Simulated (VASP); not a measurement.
## Ti: single point with PBE+D4

Crystal: Ti.

```
Ti
1.0
     2.92086    0.00000    0.00000
    -1.46043    2.52954    0.00000
     0.00000    0.00000    4.63020
Ti
2
Direct
  0.33333 0.66667 0.25000
  0.66667 0.33333 0.75000
```

```json
{"Program": "VASP 6.6.1", "Task": "single point", "Functional": "PBE", "Dispersion": "D4", "Potentials or basis": "VASP PAW PBE potentials, release 64 (Ti_sv)", "Cutoff": "520 eV", "k mesh": "13 × 13 × 7", "Occupations": "methfessel-paxton, width 0.1 eV", "Spin": "no spin polarisation", "Dipole correction": "no", "Further INCAR settings": "ALGO = Normal; EDIFF = 1e-06; NBANDS = 19"}
```

The pressure is -0.2 GPa, the band gap on the k mesh is zero (band 12 reaches 9.28 eV, above the bottom of band 13 at 8.16 eV) and the dispersion energy per atom is -0.205 eV.

Levels at points of the mesh, in eV from the Fermi level:
```csv
k point,band 10,band 11,band 12,band 13,band 14,band 15
"(0.00, 0.00, 0.00)",-2.75,0.76,0.76,0.78,0.87,1.27
```

Wall time 27 s on 1 thread of Intel(R) Xeon(R) Platinum 8488C (Sapphire Rapids), with other jobs on the host, peak memory 0.17 GiB.

Caveat: pairwise dispersion overbinds metals, which lowers pressure and volume.
